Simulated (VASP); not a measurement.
Input of a VASP 6.6.1 run:

Contents of INCAR:

```
SYSTEM = BiTe
PREC = Accurate
ENCUT = 600
EDIFF = 1E-6
ISMEAR = 0
SIGMA = 0.1
LREAL = .FALSE.
LASPH = .TRUE.
NELM = 80
ALGO = Normal
ISIF = 3
LWAVE = .FALSE.
LCHARG = .FALSE.
GGA = PE
IBRION = 2
NSW = 100
EDIFFG = -0.01
```

Contents of KPOINTS:

```
Automatic mesh
0
G
  18 18 12
  0 0 0
```

File POSCAR:

```
BiTe
1.0
    4.1810674927      0.0000000000      0.0000000000
   -2.0905337463      3.6209106636      0.0000000000
    0.0000000000      0.0000000000      4.3971079575
Bi Te
1 1
Direct
    0.3333333333      0.6666666667      0.5000000000
    0.0000000000      0.0000000000      0.0000000000
```

Potentials or basis: VASP PAW PBE potentials, release 64 (Bi_d, Te).

Command:

```bash
$ cat potpaw_PBE.64/Bi_d/POTCAR potpaw_PBE.64/Te/POTCAR > POTCAR
$ mpirun -np 1 vasp_std > vasp.out
```

Q: Predict the relaxed volume.

A: 33.07 Å³/atom.

Q: Predict the relaxed cell.

A: a = 4.140 Å, b = 4.140 Å, c = 4.455 Å, α = 90.00°, β = 90.00°, γ = 120.00°.

The path:
```tsv
step	energy change (eV)	largest force (eV/Å)	pressure (GPa)	volume (Å³)
1	0.0000	0.0000	0.01	66.57
2	-0.0016	0.0000	-0.13	66.58
3	-0.0023	0.0000	-0.29	66.59
4	-0.0026	0.0000	0.14	65.89
5	-0.0027	0.0000	0.01	66.13
```
